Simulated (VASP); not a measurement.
A run of VASP 6.6.1 is set up as follows.

Contents of INCAR:

```
  ALGO = Normal
  EDIFF = 1E-7
  ENCUT = 520
  GGA = PE
  ISIF = 2
  ISMEAR = -1
  LASPH = True
  LCHARG = False
  LREAL = False
  LWAVE = False
  NBANDS = 51
  NELM = 80
  PREC = Accurate
  SIGMA = 0.05
```

Contents of KPOINTS:

```
k-points
0
Gamma
  3 2 2
```

File POSCAR:

```
BaTiO3
1.0
    0.0000000000     -2.8370500000     -2.8458000000
   -3.9841000000      2.8370500000     -2.8458000000
    3.9841000000      2.8370500000     -2.8458000000
Ba Ti O
2 2 6
Direct
    0.0148275600      0.5234218200      0.4959489100
    0.9851724400      0.9765781800      0.0040510900
    0.4694877500      0.0034791500      0.4981254400
    0.5147122500      0.4886208500      0.9939745600
    0.4861290400      0.2541884600      0.2805196700
    0.5296709600      0.7537115400      0.7273803300
    0.4350219600      0.8166803800      0.2799618100
    0.5599580400      0.1896096200      0.7263281900
    0.0211442800      0.0015745600      0.5051000400
    0.9914357200      0.4959154400      0.9923899600
```

Potentials or basis: VASP PAW PBE potentials, release 64 (Ba_sv, Ti_sv, O).

Launch:

```bash
$ cat potpaw_PBE.64/Ba_sv/POTCAR potpaw_PBE.64/Ti_sv/POTCAR potpaw_PBE.64/O/POTCAR > POTCAR
$ mpirun -np 1 vasp_std > vasp.out
```

(1) Predict the largest force.

(2) What does it give for the band gap on the k mesh?

## Answers

(1) 11.634 eV/Å.

(2) 0.66 eV, direct.

Caveat: the k points lie up to 0.56 Å⁻¹ apart; spin-orbit coupling is left out, which moves the levels of the heavy elements; forces of over 1 eV/Å act on the atoms, so gaps and moduli don't describe the material at rest.
